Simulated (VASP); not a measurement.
## Cu: single point with PBE

Cu:

```
Cu
1.0
     0.00000    1.81480    1.81480
     1.81480    0.00000    1.81480
     1.81480    1.81480    0.00000
Cu
1
Direct
  0.00000 0.00000 0.00000
```

```yaml
Program: VASP 6.6.1
Task: single point
Functional: PBE
Potentials_or_basis: VASP PAW PBE potentials, release 64 (Cu)
Cutoff: 520 eV
k_mesh: 20 × 20 × 20
Occupations: fermi-dirac, width 0.1 eV
Spin: no spin polarisation
Dipole_correction: no
Further_INCAR_settings: ALGO = Normal; EDIFF = 1e-06; NBANDS = 12
```

- Pressure: 0.6 GPa

Levels at points of the mesh, in eV from the Fermi level:
| k point | band 4 | band 5 | band 6 | band 7 | band 8 | band 9 |
| --- | --- | --- | --- | --- | --- | --- |
| (0.00, 0.00, 0.00) | -2.99 | -2.18 | -2.18 | 22.50 | 25.05 | 25.05 |
| (0.50, 0.00, 0.00) | -1.62 | -1.62 | -0.96 | 3.70 | 21.00 | 21.89 |
| (0.50, 0.50, 0.00) | -1.48 | -1.48 | 1.51 | 7.03 | 12.99 | 12.99 |

It took 22 s on 1 thread of Intel Xeon 6975P-C, with other jobs on the host, peak memory 0.15 GiB.
